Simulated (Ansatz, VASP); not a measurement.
## One calculation of Fe3Co, two programs

File INCAR:

```
ALGO = Normal ; EDIFF = 1E-6
ENCUT = 600 ; GGA = PS
GGA_COMPAT = F ; ISIF = 2
ISMEAR = 0 ; ISPIN = 2
LASPH = T ; LCHARG = F
LMAXMIX = 4 ; LORBIT = 11
LREAL = F ; LWAVE = F
MAGMOM = 2.6 2.87 2.87 1.99 ; NBANDS = 28
NELM = 200 ; PREC = Accurate
SIGMA = 0.1
```

Contents of KPOINTS:

```
k-points
0
Gamma
  4 4 6
```

POSCAR

```
Fe3Co
1.0
    4.0235794450      0.0000000000      0.0000000000
    0.0000000000      4.0235794450      0.0000000000
    0.0000000000      0.0000000000      2.8277051700
Fe Co
3 1
Direct
    0.5000000000      0.5000000000      0.0000000000
    0.5000000000      0.0000000000      0.5000000000
    0.0000000000      0.5000000000      0.5000000000
    0.0000000000      0.0000000000      0.0000000000
```

Input for Ansatz:

```yaml
crystal:
  lattice:
    - [4.023579445, 0.0, 0.0]
    - [0.0, 4.023579445, 0.0]
    - [0.0, 0.0, 2.82770517]
  atoms:
    - { symbol: Fe, position: [0.5, 0.5, 0.0], spin: 2.6 }
    - { symbol: Fe, position: [0.5, 0.0, 0.5], spin: 2.87 }
    - { symbol: Fe, position: [0.0, 0.5, 0.5], spin: 2.87 }
    - { symbol: Co, position: [0.0, 0.0, 0.0], spin: 1.99 }
basis:
  ecutwfc: 420
kpoints:
  mp_grid: { grid: [4, 4, 6] }
hamiltonian:
  xc: pbesol
scf:
  occupations: { method: gaussian, width: 0.1 }
output:
  forces: true
  stress: true
  eigenvalues: true
  populations: true
magnetization:
  spin_polarized: true
```

Alike in both runs: task single point; functional PBEsol; k mesh 4 × 4 × 6; occupations gaussian, width 0.1 eV; collinear spin.

|  | VASP | Ansatz |
| --- | --- | --- |
| version | VASP 6.6.1 | Ansatz 0.2.0 |
| potentials or method | VASP PAW PBE potentials, release 64 (Fe, Co), cutoff 600 eV | scalar-relativistic, plane waves, PAW |
| valence electrons in the cell | 33 | 65 |

Ansatz gave:

| Property | Result |
| --- | --- |
| gap on the k mesh at the Fermi level (eV) | none |
| pressure (GPa) | -8.6 |
| traceless stress, the component that is largest in VASP (GPa) | -0.49 |
| net moment per atom (μB) | 2.26 |
| size of the moment on the site where the two differ most (μB) | 1.81 |

Estimate VASP's values.

gap on the k mesh at the Fermi level (eV): none; pressure (GPa): -8.7; traceless stress, the component that is largest in VASP (GPa): -0.41; net moment per atom (μB): 2.26; size of the moment on the site where the two differ most (μB): 1.72.

VASP's potentials were made for PBE, not for PBEsol. Site moments also hang on the region over which each program counts them. A gap of «none» marks a metal or a gap that the smearing closes. VASP's potentials hold 33 valence electrons a cell and Ansatz's 65, so a difference there can come from the potentials and not from the codes.

The k mesh is coarse, so the values compare programs but aren't converged.
